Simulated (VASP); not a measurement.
PdI (zincblende type):

```xyz
2
Lattice="0.0000 3.0867 3.0867 3.0867 0.0000 3.0867 3.0867 3.0867 0.0000" Properties=species:S:1:pos:R:3 pbc="T T T"
Pd    0.0000    0.0000    0.0000
I     1.5433    1.5433    1.5433
```

```yaml
Program: VASP 6.6.1
Task: relaxation of cell and atoms
Functional: PBEsol
Potentials_or_basis: VASP PAW PBE potentials, release 64 (Pd, I)
Cutoff: 600 eV
k_mesh: 12 × 12 × 12
Occupations: fermi-dirac, width 0.1 eV
Spin: no spin polarisation
```

At the start: pressure -2.6 GPa; volume 29.41 Å³/atom.

Question: How do energy, volume and symmetry change on relaxing?

Answer: Over 15 steps the energy falls by 11.9 meV/atom and the volume is 28.00 Å³/atom (-4.8 %); space group F-43m (No. 216, to 0.1 Å) before and after.

Step by step:
| step | energy change (eV) | largest force (eV/Å) | pressure (GPa) | volume (Å³) |
| --- | --- | --- | --- | --- |
| 1 | 0.0000 | 0.0000 | -2.58 | 58.82 |
| 2 | -0.0195 | 0.0000 | 1.29 | 54.88 |
| 3 | -0.0239 | 0.0000 | 0.03 | 56.00 |
| 4 | -0.0239 | 0.0000 | -0.06 | 56.06 |
| 5 | -0.0239 | 0.0000 | -0.06 | 56.06 |
| 6 | -0.0239 | 0.0000 | -0.06 | 56.05 |
| 7 | -0.0239 | 0.0000 | -0.05 | 56.05 |
| 8 | -0.0239 | 0.0000 | -0.05 | 56.05 |
| 9 | -0.0239 | 0.0000 | -0.05 | 56.05 |
| 10 | -0.0239 | 0.0000 | -0.05 | 56.05 |
| 11 | -0.0239 | 0.0000 | -0.05 | 56.05 |
| 12 | -0.0239 | 0.0000 | -0.04 | 56.05 |
| 13 | -0.0239 | 0.0000 | -0.05 | 56.04 |
| 14 | -0.0239 | 0.0000 | -0.05 | 56.03 |
| 15 | -0.0239 | 0.0000 | -0.01 | 56.01 |

Final structure:
```
Pd I
1.0
     0.00000    3.03673    3.03673
     3.03673    0.00000    3.03673
     3.03673    3.03673    0.00000
Pd I
1 1
Cartesian
  3.0367 3.0367 6.0735
  1.5184 1.5184 1.5184
```

Caveat: the PAW data sets were made with another functional, which shifts forces and pressure a little; an odd number of electrons without spin polarisation forces a metal; a magnetic or distorted state may lie lower.
